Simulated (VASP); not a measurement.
# Cr in VASP: further runs

Cr is run at these levels: PBEsol; tasks: single point.

Program: VASP 6.6.1. These are calculated values, not measurements. Logs are shortened: lines on timing, memory, paths and dates and some standing lists are left out, and cuts for length are marked.

## Step 1: The cell of the first run

The cell holds a wire or tube with vacuum around it, 2 atoms: a = 9.000 Å, b = 9.300 Å, c = 4.387 Å, α = 90.00°, β = 90.00°, γ = 90.00°.

## Step 2: Single point, PBEsol, collinear spin, ferromagnetic start

INCAR reads:

```
ALGO = Normal ; EDIFF = 1E-6
ENCUT = 520 ; GGA = PS
GGA_COMPAT = F ; ISIF = 2
ISMEAR = 0 ; ISPIN = 2
LASPH = T ; LCHARG = F
LMAXMIX = 4 ; LORBIT = 11
LREAL = F ; LWAVE = F
MAGMOM = 1.5 1.5 ; NBANDS = 25
NELM = 200 ; PREC = Accurate
SIGMA = 0.05
```

KPOINTS reads:

```
k-points
0
Gamma
  1 1 15
```

POSCAR reads:

```
Cr
1.0
    9.0000000000      0.0000000000      0.0000000000
    0.0000000000      9.3000000000      0.0000000000
    0.0000000000      0.0000000000      4.3868569909
Cr
2
Direct
    0.5000000000      0.5000000000      0.0000000000
    0.5000000000      0.5000000000      0.4650000000
```

Potentials or basis: VASP PAW PBE potentials, release 64 (Cr_sv).

Started as:

```console
> cat potpaw_PBE.64/Cr_sv/POTCAR > POTCAR
> mpirun -np 1 vasp_std > vasp.out
```

OUTCAR:

```text
EDIFF = 1E-6
   ENCUT = 520
   GGA = PS
   ISIF = 2
   ISMEAR = 0
   ISPIN = 2
   LASPH = T
   LORBIT = 11
   LREAL = F
   NELM = 200
   PREC = Accurate

 ion  position               nearest neighbor table
   1  0.500  0.500  0.000-   2 2.04   2 2.35
   2  0.500  0.500  0.465-   1 2.04   1 2.35

  LATTYP: Found a simple orthorhombic cell.
 ALAT       =     4.3868569909
 B/A-ratio  =     2.0515827205
 C/A-ratio  =     2.1199688112

  Lattice vectors:

 A1 = (   0.0000000000,   0.0000000000,   4.3868569909)
 A2 = (   9.0000000000,   0.0000000000,   0.0000000000)
 A3 = (   0.0000000000,   9.3000000000,   0.0000000000)

Analysis of symmetry for initial positions (statically):
=====================================================================
 Subroutine PRICEL returns:
 Original cell was already a primitive cell.

 Routine SETGRP: Setting up the symmetry group for a
 simple orthorhombic supercell.

 Subroutine GETGRP returns: Found  8 space group operations
 (whereof  4 operations were pure point group operations)
 out of a pool of  8 trial point group operations.

The static configuration has the point symmetry C_2v.
 The point group associated with its full space group is D_2h.

Analysis of symmetry for dynamics (positions and initial velocities):
=====================================================================
 Subroutine PRICEL returns:
 Original cell was already a primitive cell.

 Routine SETGRP: Setting up the symmetry group for a
 simple orthorhombic supercell.

 Subroutine GETGRP returns: Found  8 space group operations
 (whereof  4 operations were pure point group operations)
 out of a pool of  8 trial point group operations.

The dynamic configuration has the point symmetry C_2v.
 The point group associated with its full space group is D_2h.

Analysis of structural, dynamic, and magnetic symmetry:
=====================================================================
 Subroutine PRICEL returns:
 Original cell was already a primitive cell.

 Routine SETGRP: Setting up the symmetry group for a
 simple orthorhombic supercell.

 Subroutine GETGRP returns: Found  8 space group operations
 (whereof  4 operations were pure point group operations)
 out of a pool of  8 trial point group operations.

The overall configuration has the point symmetry C_2v.
 The point group associated with its full space group is D_2h.

 Subroutine INISYM returns: Found  8 space group operations
 (whereof  4 operations are pure point group operations),
 and found     1 'primitive' translations

----------------------------------------------------------------------------------------

                                     Primitive cell

  volume of cell :     367.1799

  direct lattice vectors                    reciprocal lattice vectors
     9.000000000  0.000000000  0.000000000     0.111111111  0.000000000  0.000000000
     0.000000000  9.300000000  0.000000000     0.000000000  0.107526882  0.000000000
     0.000000000  0.000000000  4.386856991     0.000000000  0.000000000  0.227953636

  length of vectors
     9.000000000  9.300000000  4.386856991     0.111111111  0.107526882  0.227953636

  position of ions in fractional coordinates (direct lattice)
     0.500000000  0.500000000  0.000000000
     0.500000000  0.500000000  0.465000000

  ion indices of the primitive-cell ions
   primitive index   ion index
                 1           1
                 2           2

----------------------------------------------------------------------------------------

 KPOINTS: k-points

Automatic generation of k-mesh.
 Grid dimensions read from file:
 generate k-points for:    1    1   15

 Generating k-lattice:

  Cartesian coordinates                     Fractional coordinates (reciprocal lattice)
     0.111111111  0.000000000  0.000000000     1.000000000  0.000000000  0.000000000
     0.000000000  0.107526882  0.000000000     0.000000000  1.000000000  0.000000000
     0.000000000  0.000000000  0.015196909     0.000000000  0.000000000  0.066666667

  Length of vectors
     0.111111111  0.107526882  0.015196909

  Shift w.r.t. Gamma in fractional coordinates (k-lattice)
     0.000000000  0.000000000  0.000000000

 Subroutine IBZKPT returns following result:
 ===========================================

 Found      8 irreducible k-points:

 Following reciprocal coordinates:
            Coordinates               Weight
  0.000000  0.000000  0.000000      1.000000
  0.000000  0.000000  0.066667      2.000000
  0.000000  0.000000  0.133333      2.000000
  0.000000  0.000000  0.200000      2.000000
  0.000000  0.000000  0.266667      2.000000
  0.000000  0.000000  0.333333      2.000000
  0.000000  0.000000  0.400000      2.000000
  0.000000  0.000000  0.466667      2.000000
   k-points           NKPTS =      8   k-points in BZ     NKDIM =      8   number of bands    NBANDS=     25
   number of dos      NEDOS =    301   number of ions     NIONS =      2
   total plane-waves  NPLWV = 176400
   dimension x,y,z NGX =    70 NGY =   70 NGZ =   36
   dimension x,y,z NGXF=   140 NGYF=  140 NGZF=   72
   ions per type =               2
   NGX,Y,Z   is equivalent  to a cutoff of  12.93, 12.51, 13.64 a.u.
   NGXF,Y,Z  is equivalent  to a cutoff of  25.86, 25.03, 27.29 a.u.
 SYSTEM =  unknown system
   PREC   = accura    normal or accurate (medium, high low for compatibility)
   ISTART =      0    job   : 0-new  1-cont  2-samecut
   ICHARG =      2    charge: 1-file 2-atom 10-const
   ISPIN  =      2    spin polarized calculation?
   LNONCOLLINEAR =      F non collinear calculations
   LSORBIT =      F    spin-orbit coupling
   LASPH  =      T    aspherical Exc in radial PAW
   ENCUT  =  520.0 eV  38.22 Ry    6.18 a.u.  16.73 17.29  8.16*2*pi/ulx,y,z
   NELM   =    200;   NELMIN=  2; NELMDL= -5     # of ELM steps
   EDIFF  = 0.1E-05   stopping-criterion for ELM
   LREAL  =      F    real-space projection
   EDIFFG = 0.1E-04   stopping-criterion for IOM
   NSW    =      0    number of steps for IOM
   IBRION =     -1    ionic relax: 0-MD 1-quasi-New 2-CG
   NFREE  =      0    steps in history (QN), initial steepest desc. (CG)
   ISIF   =      2    stress and relaxation
   ISYM   =      2    0-nonsym 1-usesym 2-fastsym
   POTIM  = 0.5000    time-step for ionic-motion
   TEBEG  =    0.0;   TEEND  =   0.0 temperature during run
   PSTRESS=    0.0 pullay stress
   NELECT =      28.0000    total number of electrons
   NUPDOWN=      -1.0000    fix difference up-down
   EMIN   =  10.00;   EMAX   =-10.00  energy-range for DOS
   EFERMI =   0.00;   METHOD = LEGACY
   ISMEAR =     0;   SIGMA  =   0.05  broadening in eV -4-tet -1-fermi 0-gaus
   EFERMI_NEDOS =   21; number of points for ismear=-14 and -15
   IALGO  =     38    algorithm
   IMIX   =      4    mixing-type and parameters
     AMIX     =   0.40;   BMIX     =  1.00
     AMIX_MAG =   1.60;   BMIX_MAG =  1.00
  volume/ion in A,a.u.               =     183.59      1238.93
  Fermi-wavevector in a.u.,A,eV,Ry     =   0.694227  1.311898  6.557334  0.481950
  Thomas-Fermi vector in A             =   1.776661
   LORBIT       =     11    0 simple, 1 ext, 2 COOP (PROOUT), +10 PAW based schemes
   GGA     = PS    functional components
   LHFCALC =     F    Hartree Fock is set to
   AEXX    =    0.0000 exact exchange contribution
   IVDW    =     0    specifies the selected vdW correction
   LEPSILON=     F    determine dielectric tensor
   LRPA    =     F    only Hartree local field effects (RPA)
 spin polarized calculation
 Gauss-broadening in eV      SIGMA  =   0.05
  energy-cutoff  :      520.00
  volume of cell :      367.18
 maximum number of plane-waves:      9914
 NGX is ok and might be reduce to    70
   NGX = 33   NGY = 35   NGZ = 17

 number of electron      27.9999989 magnetization       4.6118211

 Free energy of the ion-electron system (eV)
  ---------------------------------------------------
  ext. energy  EPLUGINS =         0.00000000
  ---------------------------------------------------
  free energy    TOTEN  =       -11.62844901 eV

  energy without entropy =      -11.61812886  energy(sigma->0) =      -11.62328894

 E-fermi :  -2.9137     XC(G=0):  -2.4932

 val. band max:       -2.9337306251   @ k =   0.0000   0.0000   0.1333
 cond. band min:      -2.8991351666   @ k =   0.0000   0.0000   0.0667
 fundamental gap:      0.0345954585
 Fermi energy:        -2.9137173035

 spin component 1

 k-point     1 :       0.0000    0.0000    0.0000
  band No.  band energies     occupation
      1     -74.6762      1.00000
      2     -74.2878      1.00000
      3     -46.7126      1.00000
      4     -46.2445      1.00000
      5     -46.2443      1.00000
      6     -45.9917      1.00000
[... 17 lines left out ...]
     24       1.8396      0.00000
     25       2.7392      0.00000

 k-point     2 :       0.0000    0.0000    0.0667
  band No.  band energies     occupation
      1     -74.6737      1.00000
      2     -74.2905      1.00000
      3     -46.6976      1.00000
      4     -46.2426      1.00000
      5     -46.2424      1.00000
      6     -45.9936      1.00000
[... 17 lines left out ...]
     24       1.5987      0.00000
     25       2.7791      0.00000

 k-point     3 :       0.0000    0.0000    0.1333
  band No.  band energies     occupation
      1     -74.6663      1.00000
      2     -74.2984      1.00000
      3     -46.6538      1.00000
      4     -46.2372      1.00000
      5     -46.2370      1.00000
      6     -45.9991      1.00000
[... 104 lines left out ...]
 k-point     7 :       0.0000    0.0000    0.4000
  band No.  band energies     occupation
      1     -74.6123      1.00000
      2     -74.3554      1.00000
      3     -46.3104      1.00000
      4     -46.1963      1.00000
      5     -46.1959      1.00000
      6     -46.0410      1.00000
[... 17 lines left out ...]
     24       2.1935      0.00000
     25       2.2190      0.00000

 k-point     8 :       0.0000    0.0000    0.4667
  band No.  band energies     occupation
      1     -74.6046      1.00000
      2     -74.3636      1.00000
      3     -46.2546      1.00000
      4     -46.1901      1.00000
      5     -46.1897      1.00000
      6     -46.0474      1.00000
[... 17 lines left out ...]
     24       1.7086      0.00000
     25       2.3866      0.00000
 Fermi energy:        -2.9137173035

 spin component 2

 k-point     1 :       0.0000    0.0000    0.0000
  band No.  band energies     occupation
      1     -72.7409      1.00000
      2     -72.3222      1.00000
      3     -45.7232      1.00000
      4     -43.8657      1.00000
      5     -43.8654      1.00000
      6     -43.7387      1.00000
[... 17 lines left out ...]
     24       2.3893      0.00000
     25       2.8403      0.00000

 k-point     2 :       0.0000    0.0000    0.0667
  band No.  band energies     occupation
      1     -72.7381      1.00000
      2     -72.3251      1.00000
      3     -45.7077      1.00000
      4     -43.8636      1.00000
      5     -43.8634      1.00000
      6     -43.7562      1.00000
[... 17 lines left out ...]
     24       2.1873      0.00000
     25       2.8838      0.00000

 k-point     3 :       0.0000    0.0000    0.1333
  band No.  band energies     occupation
      1     -72.7301      1.00000
      2     -72.3338      1.00000
      3     -45.6624      1.00000
      4     -43.8577      1.00000
      5     -43.8575      1.00000
      6     -43.8071      1.00000
[... 104 lines left out ...]
 k-point     7 :       0.0000    0.0000    0.4000
  band No.  band energies     occupation
      1     -72.6713      1.00000
      2     -72.3962      1.00000
      3     -45.3072      1.00000
      4     -44.1973      1.00000
      5     -43.8125      1.00000
      6     -43.8125      1.00000
[... 17 lines left out ...]
     24       2.8747      0.00000
     25       2.9120      0.00000

 k-point     8 :       0.0000    0.0000    0.4667
  band No.  band energies     occupation
      1     -72.6628      1.00000
      2     -72.4052      1.00000
      3     -45.2493      1.00000
      4     -44.2593      1.00000
      5     -43.8057      1.00000
      6     -43.8057      1.00000
[... 17 lines left out ...]
     24       2.4292      0.00000
     25       2.4856      0.00000

------------------------ aborting loop because EDIFF is reached ----------------------------------------

  FORCE on cell =-STRESS in cart. coord.  units (eV):
  Direction    XX          YY          ZZ          XY          YZ          ZX
  --------------------------------------------------------------------------------------
  -------------------------------------------------------------------------------------
  Total       -0.4440576     -0.4165125     -4.7040534      0.0000000      0.0000000      0.0000000
  in kB       -1.9376306     -1.8174383    -20.5259796      0.0000000      0.0000000      0.0000000
  external PRESSURE =      -8.0936828 kB  Pullay stress =       0.0000000 kB

 VOLUME and BASIS-vectors are now :
 -----------------------------------------------------------------------------
  energy-cutoff  :      520.00
  volume of cell :      367.18
      direct lattice vectors                 reciprocal lattice vectors
     9.000000000  0.000000000  0.000000000     0.111111111  0.000000000  0.000000000
     0.000000000  9.300000000  0.000000000     0.000000000  0.107526882  0.000000000
     0.000000000  0.000000000  4.386856991     0.000000000  0.000000000  0.227953636

 POSITION                                       TOTAL-FORCE (eV/Angst)
 -----------------------------------------------------------------------------------
      4.50000      4.65000      0.00000         0.000000      0.000000      2.009391
      4.50000      4.65000      2.03989         0.000000      0.000000     -2.009391
 -----------------------------------------------------------------------------------
    total drift:                                0.000000      0.000000     -0.000001

  FREE ENERGIE OF THE ION-ELECTRON SYSTEM (eV)
  ---------------------------------------------------
  free  energy   TOTEN  =       -11.6284490138 eV

  energy  without entropy=      -11.6181288625  energy(sigma->0) =      -11.62328894

 total charge

# of ion       s       p       d       tot
------------------------------------------
    1        2.170   5.912   3.829  11.911
    2        2.170   5.912   3.829  11.911
--------------------------------------------------
tot          4.340  11.824   7.658  23.821

 magnetization (x)

# of ion       s       p       d       tot
------------------------------------------
    1        0.019   0.009   1.762   1.789
    2        0.019   0.009   1.762   1.789
--------------------------------------------------
tot          0.038   0.018   3.523   3.578
```

Run time: 2.4 min. Hardware: 1 thread of AMD EPYC 9R45 (Zen 5), shared host; peak memory 0.55 GiB.

Results:

* Free energy: -11.6284 eV
* Largest force: 2.009 eV/Å
* Net moment: 4.61 μB per cell
* Site moments: Cr +1.79 μB
* Valence electrons inside the program's atomic spheres: Cr 11.91

Forces in eV/Å, atoms in the order of the input:
```
Cr   0.000  0.000  2.009
Cr   0.000  0.000 -2.009
```

Caveat: the PAW data sets were made with another functional, which shifts forces and pressure a little.

## Step 3: Single point, PBEsol, collinear spin, ferromagnetic start

This run uses another cell than the first one.

INCAR reads:

```
SYSTEM = Cr
ALGO = Normal
EDIFF = 1E-6
ENCUT = 520
GGA = PS
GGA_COMPAT = .False.
ISIF = 2
ISMEAR = 0
ISPIN = 2
LASPH = .True.
LCHARG = .False.
LMAXMIX = 4
LORBIT = 11
LREAL = .False.
LWAVE = .False.
MAGMOM = 1.5 1.5
NBANDS = 25
NELM = 200
PREC = Accurate
SIGMA = 0.05
```

KPOINTS reads:

```
k-points
0
Gamma
  1 1 15
  0 0 0
```

POSCAR reads:

```
Cr
1.0
    9.0000000000      0.0000000000      0.0000000000
    0.0000000000      9.3000000000      0.0000000000
    0.0000000000      0.0000000000      4.3371957795
Cr
2
Direct
    0.5000000000      0.5000000000      0.0523302521
    0.5000000000      0.5000000000      0.4126697479
```

Potentials or basis: VASP PAW PBE potentials, release 64 (Cr_sv).

Started as:

```console
> cat potpaw_PBE.64/Cr_sv/POTCAR > POTCAR
> mpirun -np 1 vasp_std > vasp.out
```

It took 4 min on 1 thread of Intel Xeon Platinum 8488C (Sapphire Rapids), shared host; peak memory 0.56 GiB.

Results (log left out):

| Quantity | Value |
| --- | --- |
| Free energy | -13.9652 eV |
| Largest force | 1.457 eV/Å |
| Band gap on the k mesh | 1.29 eV |
| Net moment | 0.00 μB per cell |
| Valence electrons inside the program's atomic spheres | Cr 12.34 |

Forces on the atoms (eV/Å):
```
Cr   0.000  0.000 -1.457
Cr   0.000  0.000  1.457
```

Levels at points of the mesh, in eV from the valence-band top:
Spin up:
```
           k point  band 10  band 11  band 12  band 13  band 14  band 15  band 16  band 17  band 18  band 19
(0.00, 0.00, 0.00)    -3.55    -3.40    -1.95    -1.13    -1.13     1.52     1.52     1.67     1.69     3.59
```
Spin down:
```csv
k point,band 12,band 13,band 14,band 15,band 16,band 17
"(0.00, 0.00, 0.00)",-1.95,-1.13,-1.13,1.52,1.52,1.67
```

Caveat: atoms lie so close that the PAW spheres overlap strongly, which falsifies energies and pressures; the PAW data sets were made with another functional, which shifts forces and pressure a little.

(Continued in part 2 of 2.)
